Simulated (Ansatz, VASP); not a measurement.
**AlNi: VASP beside Ansatz**

```
Al Ni
1.0
     2.85971    0.00000    0.00000
     0.00000    2.85971    0.00000
     0.00000    0.00000    2.85971
Al Ni
1 1
Direct
  0.50000 0.50000 0.50000
  0.00000 0.00000 0.00000
```

Alike in both runs: task relaxation of cell and atoms; functional PBE; k mesh 13 × 13 × 13; occupations methfessel-paxton of order 1, width 0.1 eV; no spin polarisation.

|  | VASP | Ansatz |
| --- | --- | --- |
| version | VASP 6.6.1 | Ansatz 0.2.0 |
| potentials or method | VASP PAW PBE potentials, release 64 (Al, Ni), cutoff 600 eV | plane-wave PAW DFT |
| valence electrons in the cell | 13 | 21 |

VASP gave:

* relaxed volume (Å³/atom): 12.10
* relaxed cell length with the largest relative difference (Å): 2.892

Problem. Which values does Ansatz return?

Solution. Relaxed volume (Å³/atom): 12.09; relaxed cell length with the largest relative difference (Å): 2.892.

VASP's potentials hold 13 valence electrons a cell and Ansatz's 21, so a difference there can come from the potentials and not from the codes.
